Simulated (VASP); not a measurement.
Input of a VASP 6.6.1 run:

File INCAR:

```
SYSTEM = CdSe
ALGO = Normal
EDIFF = 1E-7
ENCUT = 520
GGA = PE
ISIF = 2
ISMEAR = 0
LASPH = .TRUE.
LCHARG = .TRUE.
LELF = .TRUE.
LREAL = .FALSE.
LVHAR = .TRUE.
LWAVE = .FALSE.
NBANDS = 16
NELM = 60
PREC = Accurate
SIGMA = 0.05
```

Contents of KPOINTS:

```
k-points
0
G
  10 10 10
  0 0 0
```

Contents of POSCAR:

```
CdSe
1.0
    0.0000000000      3.1272695208      3.1272695208
    3.1272695208      0.0000000000      3.1272695208
    3.3945468225      3.3945468225     -0.2672773017
Cd Se
1 1
Direct
    0.0000000000      0.0000000000      0.0000000000
    0.7500000000      0.7500000000      0.7500000000
```

Potentials or basis: VASP PAW PBE potentials, release 64 (Cd, Se).

Run with:

```bash
$ cat potpaw_PBE.64/Cd/POTCAR potpaw_PBE.64/Se/POTCAR > POTCAR
$ mpirun -np 1 vasp_std > vasp.out
```

**Question.** Predict the band gap on the k mesh.

**Answer.** 0.28 eV, direct.

**Question.** Predict the largest force.

**Answer.** 0.027 eV/Å.

**Question.** Estimate the pressure.

**Answer.** -3.9 GPa.

Stress tensor (GPa, compression positive):
```
-3.88 -1.28  1.28
-1.28 -3.88  1.28
 1.28  1.28 -3.88
```
